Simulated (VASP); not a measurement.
AgCl, 2 atoms in the cell. The structure is tetragonal, space group I4/mmm (No. 139). The conventional cell has a = 3.981 Å, b = 3.981 Å, c = 5.463 Å, α = 90.00°, β = 90.00°, γ = 90.00°. Ag (site symmetry 4/mmm) has 6 Cl at 2.73 to 2.81 Å within 3.6 Å. Cl (site symmetry 4/mmm) has 6 Ag at 2.73 to 2.81 Å within 3.6 Å.  This cell differs from its parent crystal: strain +0.015 along x and y, -0.015 along z.

```yaml
Program: VASP 6.6.1
Task: single point
Functional: r2SCAN
Potentials_or_basis: VASP PAW PBE potentials, release 64 (Ag, Cl)
Cutoff: 520 eV
k_mesh: 8 × 8 × 8
Occupations: gaussian, width 0.05 eV
Spin: no spin polarisation
Dipole_correction: no
Further_INCAR_settings: ALGO = Normal; EDIFF = 1e-06; NBANDS = 16
```

Potentials or basis: VASP PAW PBE potentials, release 64 (Ag, Cl).

Command:

```sh
$ cat potpaw_PBE.64/Ag/POTCAR potpaw_PBE.64/Cl/POTCAR > POTCAR
$ cp INCAR.step1 INCAR
$ mpirun -np 1 vasp_std > vasp.out
$ cp INCAR.step2 INCAR
$ mpirun -np 1 vasp_std > vasp.out
```

Hardware: 1 thread of AMD EPYC 9R45 96-Core Processor (Zen 5), on a shared host.

Problem. How long does it take, and how much memory?

Solution. It took 97 s on 1 thread of AMD EPYC 9R45 96-Core Processor (Zen 5), on a shared host, peak memory 0.16 GiB. Counts: k points 59.
